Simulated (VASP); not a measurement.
Here is a VASP 6.6.1 calculation.

File INCAR:

```
ALGO = Normal
EDIFF = 1E-6
ENCUT = 520
GGA = PS
ISIF = 2
ISMEAR = -1
LASPH = True
LCHARG = True
LELF = True
LREAL = False
LVHAR = True
LWAVE = False
NBANDS = 22
NELM = 60
PREC = Accurate
SIGMA = 0.05
```

KPOINTS

```
k-points
0
Gamma
  7 7 3
```

File POSCAR:

```
Br
1.0
    3.2403552256     -1.9635909006      0.0000000000
    3.2403552256      1.9635909006      0.0000000000
    0.0000000000      0.0000000000      8.4061758597
Br
4
Direct
    0.3375090200      0.6624909800      0.3792835398
    0.1624909800      0.8375090200      0.8792835398
    0.6624909800      0.3375090200      0.6207164602
    0.8375090200      0.1624909800      0.1207164602
```

Potentials or basis: VASP PAW PBE potentials, release 64 (Br).

Launch:

```console
$ cat potpaw_PBE.64/Br/POTCAR > POTCAR
$ mpirun -np 1 vasp_std > vasp.out
```

(1) Estimate the band gap on the k mesh.

(2) What does it give for the pressure?

(3) Estimate the largest force.

Answers

(1) 1.13 eV, indirect (least direct gap 1.34 eV).

(2) 2.1 GPa.

(3) 0.013 eV/Å.

Caveat: the PAW data sets were made with another functional, which shifts forces and pressure a little.
